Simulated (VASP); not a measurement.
Set up this calculation in VASP 6.6.1, as the native input.

```yaml
Task: single point
Functional: PBE
Potentials_or_basis: VASP PAW PBE potentials, release 64 (Ru_pv)
Cutoff: 520 eV
k_mesh: 14 × 14 × 8
Occupations: fermi-dirac, width 0.03 eV
Spin: no spin polarisation
Dipole_correction: no
Further_INCAR_settings: ALGO = Normal; EDIFF = 1e-07; NBANDS = 21
```

The structure of Ru lies in POSCAR:

```
Ru
1.0
    2.7057993342     -0.0405869900     -0.0405869900
   -1.3880490315      2.3635844560     -0.0148558694
   -0.0642285000     -0.0642285000      4.2819000000
Ru
2
Direct
    0.3333333333      0.6666666667      0.2500000000
    0.6666666667      0.3333333333      0.7500000000
```

This cell differs from its parent crystal: equal xy, yz and zx shear strains of -3 %.

The input as run:

INCAR

```
ALGO = Normal ; EDIFF = 1E-7
ENCUT = 520 ; GGA = PE
ISIF = 2 ; ISMEAR = -1
LASPH = T ; LCHARG = F
LREAL = F ; LWAVE = F
NBANDS = 21 ; NELM = 80
PREC = Accurate ; SIGMA = 0.03
```

KPOINTS

```
k-points
0
Gamma
  14 14 8
```

Potentials or basis: VASP PAW PBE potentials, release 64 (Ru_pv).

Launch:

```bash
$ cat potpaw_PBE.64/Ru_pv/POTCAR > POTCAR
$ mpirun -np 1 vasp_std > vasp.out
```

It gave:

```yaml
Pressure: 5.3 GPa
Largest_force: 0.149 eV/Å
Band_gap_on_the_k_mesh: zero (bands 14 and 15 overlap by 3.15 eV)
```

Caveat: the cell differs from its parent crystal (equal xy, yz and zx shear strains of -3 %); the cell stands under pressure.

It took 3.9 min on 1 thread of Intel(R) Xeon(R) Platinum 8259CL CPU @ 2.50GHz (Skylake/Cascade Lake), on a shared host, peak memory 0.43 GiB.
